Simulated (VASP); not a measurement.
# H2 in VASP: a series of runs

H2 is run at these levels: PBE+D3(BJ); tasks: single point.

All numbers are computed with VASP 6.6.1; they aren't measurements. Logs are shortened: lines on timing, memory, paths and dates and some standing lists are left out, and cuts for length are marked.

## 1. The cell of the first run

The cell holds a molecule in a box, 2 atoms: a = 10.000 Å, b = 10.000 Å, c = 10.000 Å, α = 90.00°, β = 90.00°, γ = 90.00°.

## 2. Single point, PBE+D3(BJ)

Input file INCAR:

```
PREC = Accurate
ENCUT = 400
EDIFF = 1E-6
ISMEAR = 0
SIGMA = 0.02
LREAL = F
LASPH = T
NELM = 120
ALGO = Normal
ISIF = 2
LWAVE = F
LCHARG = F
GGA = PE
IVDW = 12
NBANDS = 8
GGA_COMPAT = F
NELMDL = -8
```

Input file KPOINTS:

```
regular mesh
0
Gamma
  1 1 1
```

Input file POSCAR:

```
H
1.0
   10.0000000000      0.0000000000      0.0000000000
    0.0000000000     10.0000000000      0.0000000000
    0.0000000000      0.0000000000     10.0000000000
H
2
Direct
    0.5000000000      0.5000000000      0.4500000000
    0.5000000000      0.5000000000      0.5500000000
```

Potentials or basis: VASP PAW PBE potentials, release 64 (H).

On the command line:

```sh
$ cat potpaw_PBE.64/H/POTCAR > POTCAR
$ mpirun -np 1 vasp_gam > vasp.out
```

OUTCAR:

```text
PREC = Accurate
   ENCUT = 400
   EDIFF = 1E-6
   ISMEAR = 0
   LREAL = F
   LASPH = T
   NELM = 120
   ISIF = 2
   GGA = PE
   IVDW = 12
   NELMDL = -8
 IVDW          = 12

 ion  position               nearest neighbor table
   1  0.500  0.500  0.450-
   2  0.500  0.500  0.550-

  LATTYP: Found a simple cubic cell.
 ALAT       =    10.0000000000

  Lattice vectors:

 A1 = (  10.0000000000,   0.0000000000,   0.0000000000)
 A2 = (   0.0000000000,  10.0000000000,   0.0000000000)
 A3 = (   0.0000000000,   0.0000000000,  10.0000000000)

Analysis of symmetry for initial positions (statically):
=====================================================================
 Subroutine PRICEL returns:
 Original cell was already a primitive cell.

 Routine SETGRP: Setting up the symmetry group for a
 simple cubic supercell.

 Subroutine GETGRP returns: Found 16 space group operations
 (whereof 16 operations were pure point group operations)
 out of a pool of 48 trial point group operations.

The static configuration has the point symmetry D_4h.

Analysis of symmetry for dynamics (positions and initial velocities):
=====================================================================
 Subroutine PRICEL returns:
 Original cell was already a primitive cell.

 Routine SETGRP: Setting up the symmetry group for a
 simple cubic supercell.

 Subroutine GETGRP returns: Found 16 space group operations
 (whereof 16 operations were pure point group operations)
 out of a pool of 48 trial point group operations.

The dynamic configuration has the point symmetry D_4h.

 Subroutine INISYM returns: Found 16 space group operations
 (whereof 16 operations are pure point group operations),
 and found     1 'primitive' translations

----------------------------------------------------------------------------------------

                                     Primitive cell

  volume of cell :    1000.0000

  direct lattice vectors                    reciprocal lattice vectors
    10.000000000  0.000000000  0.000000000     0.100000000  0.000000000  0.000000000
     0.000000000 10.000000000  0.000000000     0.000000000  0.100000000  0.000000000
     0.000000000  0.000000000 10.000000000     0.000000000  0.000000000  0.100000000

  length of vectors
    10.000000000 10.000000000 10.000000000     0.100000000  0.100000000  0.100000000

  position of ions in fractional coordinates (direct lattice)
     0.500000000  0.500000000  0.450000000
     0.500000000  0.500000000  0.550000000

  ion indices of the primitive-cell ions
   primitive index   ion index
                 1           1
                 2           2

----------------------------------------------------------------------------------------

 KPOINTS: regular mesh

Automatic generation of k-mesh.
 Grid dimensions read from file:
 generate k-points for:    1    1    1

 Generating k-lattice:

  Cartesian coordinates                     Fractional coordinates (reciprocal lattice)
     0.100000000  0.000000000  0.000000000     1.000000000  0.000000000  0.000000000
     0.000000000  0.100000000  0.000000000     0.000000000  1.000000000  0.000000000
     0.000000000  0.000000000  0.100000000     0.000000000  0.000000000  1.000000000

  Length of vectors
     0.100000000  0.100000000  0.100000000

  Shift w.r.t. Gamma in fractional coordinates (k-lattice)
     0.000000000  0.000000000  0.000000000

 Subroutine IBZKPT returns following result:
 ===========================================

 Found      1 irreducible k-points:

 Following reciprocal coordinates:
            Coordinates               Weight
  0.000000  0.000000  0.000000      1.000000
   k-points           NKPTS =      1   k-points in BZ     NKDIM =      1   number of bands    NBANDS=      8
   number of dos      NEDOS =    301   number of ions     NIONS =      2
   total plane-waves  NPLWV = 343000
   dimension x,y,z NGX =    70 NGY =   70 NGZ =   70
   dimension x,y,z NGXF=   140 NGYF=  140 NGZF=  140
   ions per type =               2
   NGX,Y,Z   is equivalent  to a cutoff of  11.64, 11.64, 11.64 a.u.
   NGXF,Y,Z  is equivalent  to a cutoff of  23.27, 23.27, 23.27 a.u.
 SYSTEM =  unknown system
   PREC   = accura    normal or accurate (medium, high low for compatibility)
   ISTART =      0    job   : 0-new  1-cont  2-samecut
   ICHARG =      2    charge: 1-file 2-atom 10-const
   ISPIN  =      1    spin polarized calculation?
   LNONCOLLINEAR =      F non collinear calculations
   LSORBIT =      F    spin-orbit coupling
   LASPH  =      T    aspherical Exc in radial PAW
   ENCUT  =  400.0 eV  29.40 Ry    5.42 a.u.  16.31 16.31 16.31*2*pi/ulx,y,z
   NELM   =    120;   NELMIN=  2; NELMDL= -8     # of ELM steps
   EDIFF  = 0.1E-05   stopping-criterion for ELM
   LREAL  =      F    real-space projection
   EDIFFG = 0.1E-04   stopping-criterion for IOM
   NSW    =      0    number of steps for IOM
   IBRION =     -1    ionic relax: 0-MD 1-quasi-New 2-CG
   NFREE  =      0    steps in history (QN), initial steepest desc. (CG)
   ISIF   =      2    stress and relaxation
   ISYM   =      2    0-nonsym 1-usesym 2-fastsym
   POTIM  = 0.5000    time-step for ionic-motion
   TEBEG  =    0.0;   TEEND  =   0.0 temperature during run
   PSTRESS=    0.0 pullay stress
   NELECT =       2.0000    total number of electrons
   NUPDOWN=      -1.0000    fix difference up-down
   EMIN   =  10.00;   EMAX   =-10.00  energy-range for DOS
   EFERMI =   0.00;   METHOD = LEGACY
   ISMEAR =     0;   SIGMA  =   0.02  broadening in eV -4-tet -1-fermi 0-gaus
   EFERMI_NEDOS =   21; number of points for ismear=-14 and -15
   IALGO  =     38    algorithm
   IMIX   =      4    mixing-type and parameters
     AMIX     =   0.40;   BMIX     =  1.00
     AMIX_MAG =   1.60;   BMIX_MAG =  1.00
  volume/ion in A,a.u.               =     500.00      3374.17
  Fermi-wavevector in a.u.,A,eV,Ry     =   0.206261  0.389778  0.578844  0.042544
  Thomas-Fermi vector in A             =   0.968418
   LORBIT       =      0    0 simple, 1 ext, 2 COOP (PROOUT), +10 PAW based schemes
   GGA     = PE    functional components
   LHFCALC =     F    Hartree Fock is set to
   AEXX    =    0.0000 exact exchange contribution
   IVDW    =    12    specifies the selected vdW correction
   LEPSILON=     F    determine dielectric tensor
   LRPA    =     F    only Hartree local field effects (RPA)
 non-spin polarized calculation
 Gauss-broadening in eV      SIGMA  =   0.02
  energy-cutoff  :      400.00
  volume of cell :     1000.00
 maximum number of plane-waves:      9019
 NGX is ok and might be reduce to    70
   NGX = 33   NGY = 33   NGZ = 33

 number of electron       2.0000005 magnetization

 Free energy of the ion-electron system (eV)
  ---------------------------------------------------
  ext. energy  EPLUGINS =         0.00000000
  ---------------------------------------------------
  free energy    TOTEN  =        -6.09894766 eV

  energy without entropy =       -6.09894766  energy(sigma->0) =       -6.09894766

 E-fermi :  -9.1973     XC(G=0):  -0.4347

 val. band max:       -9.2949765161   @ k =   0.0000   0.0000   0.0000
 cond. band min:      -0.6969389360   @ k =   0.0000   0.0000   0.0000
 fundamental gap:      8.5980375801
 Fermi energy:        -9.1973319707

 k-point     1 :       0.0000    0.0000    0.0000
  band No.  band energies     occupation
      1      -9.2950      2.00000
      2      -0.6969      0.00000
      3      -0.1872      0.00000
      4       0.8482      0.00000
      5       0.8482      0.00000
      6       1.3028      0.00000
      7       1.3470      0.00000
      8       1.4058      0.00000

------------------------ aborting loop because EDIFF is reached ----------------------------------------

 Edisp (eV)   -0.00581

 E8    (eV) :    -0.0012

  FORCE on cell =-STRESS in cart. coord.  units (eV):
  Direction    XX          YY          ZZ          XY          YZ          ZX
  --------------------------------------------------------------------------------------
  -------------------------------------------------------------------------------------
  Total      -0.10082    -0.10082    -4.27646     0.00000     0.00000     0.00000
  in kB      -0.16153    -0.16153    -6.85165     0.00000     0.00000     0.00000
  external pressure =       -2.39 kB  Pullay stress =        0.00 kB

 VOLUME and BASIS-vectors are now :
 -----------------------------------------------------------------------------
  energy-cutoff  :      400.00
  volume of cell :     1000.00
      direct lattice vectors                 reciprocal lattice vectors
    10.000000000  0.000000000  0.000000000     0.100000000  0.000000000  0.000000000
     0.000000000 10.000000000  0.000000000     0.000000000  0.100000000  0.000000000
     0.000000000  0.000000000 10.000000000     0.000000000  0.000000000  0.100000000

 POSITION                                       TOTAL-FORCE (eV/Angst)
 -----------------------------------------------------------------------------------
      5.00000      5.00000      4.50000         0.000000      0.000000      4.195204
      5.00000      5.00000      5.50000         0.000000      0.000000     -4.195204
 -----------------------------------------------------------------------------------
    total drift:                                0.000000      0.000000      0.000000

  FREE ENERGIE OF THE ION-ELECTRON SYSTEM (eV)
  ---------------------------------------------------
  free  energy   TOTEN  =        -6.1047580317 eV

  energy  without entropy=       -6.1047580317  energy(sigma->0) =       -6.10475803
```

Wall time 71 s (1 thread of Intel Xeon 8259CL, shared host); peak memory 0.62 GiB.

What came out:

```
Free energy                     : -6.1048 eV
Largest force                   : 4.195 eV/Å
Gap between the frontier levels : 8.60 eV
Dispersion energy per atom      : -0.003 eV
```

Forces in eV/Å, atoms in the order of the input:
```
H    0.000  0.000  4.195
H    0.000  0.000 -4.195
```

Levels at points of the mesh, in eV from the valence-band top:
```
           k point  band 1  band 2  band 3  band 4  band 5
(0.00, 0.00, 0.00)    0.00    8.60    9.11   10.14   10.14
```

## 3. Single point, PBE+D3(BJ)

Input file INCAR:

```
SYSTEM = H
PREC = Accurate ; ENCUT = 400
EDIFF = 1E-6 ; ISMEAR = 0
SIGMA = 0.02 ; LREAL = .FALSE.
LASPH = .TRUE. ; NELM = 120
ALGO = Normal ; ISIF = 2
LWAVE = .FALSE. ; LCHARG = .FALSE.
GGA = PE ; IVDW = 12
NBANDS = 8 ; GGA_COMPAT = .FALSE.
NELMDL = -8
```

Input file KPOINTS:

```
regular mesh
0
G
  1 1 1
  0 0 0
```

Input file POSCAR:

```
H
1.0
   10.0000000000      0.0000000000      0.0000000000
    0.0000000000     10.0000000000      0.0000000000
    0.0000000000      0.0000000000     10.0000000000
H
2
Direct
    0.5000000000      0.5000000000      0.4450000000
    0.5000000000      0.5000000000      0.5550000000
```

Potentials or basis: VASP PAW PBE potentials, release 64 (H).

On the command line:

```sh
$ cat potpaw_PBE.64/H/POTCAR > POTCAR
$ mpirun -np 1 vasp_gam > vasp.out
```

Wall time 72 s (1 thread of Intel Xeon 8259CL, shared host); peak memory 0.62 GiB.

Results (log left out):

| Quantity | Value |
| --- | --- |
| Free energy | -5.6615 eV |
| Largest force | 4.601 eV/Å |
| Gap between the frontier levels | 7.74 eV |
| Dispersion energy per atom | -0.003 eV |

Forces on the atoms (eV/Å):
```
H    0.000  0.000  4.601
H    0.000  0.000 -4.601
```

Levels at points of the mesh, in eV from the valence-band top:
```tsv
k point	band 1	band 2	band 3	band 4	band 5
(0.00, 0.00, 0.00)	0.00	7.74	8.79	9.79	9.79
```
